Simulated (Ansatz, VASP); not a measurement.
## One calculation of Re, two programs

```
Re
1.0
     0.00000    1.95663    1.95663
     1.95663    0.00000    1.95663
     1.95663    1.95663    0.00000
Re
1
Direct
  0.00000 0.00000 0.00000
```

Alike in both runs: functional PBE; k mesh 8 × 8 × 8; occupations gaussian, width 0.1 eV; no spin polarisation.

Ansatz relaxed the structure, and its values are those at the end. VASP's run is a single point on that final structure, the one shown.

|  | VASP | Ansatz |
| --- | --- | --- |
| version | VASP 6.6.1 | Ansatz 0.2.0 |
| potentials or method | VASP PAW PBE potentials, release 64 (Re), cutoff 600 eV | scalar-relativistic, plane waves, PAW |
| valence electrons in the cell | 7 | 15 |

```csv
,VASP,Ansatz,Ansatz less VASP
gap on the k mesh at the Fermi level (eV),none,none,-
pressure (GPa),-0.4,0.0,+0.38
```

A gap of «none» marks a metal or a gap that the smearing closes. VASP's potentials hold 7 valence electrons a cell and Ansatz's 15, so a difference there can come from the potentials and not from the codes.

Neither program's run includes spin-orbit coupling.
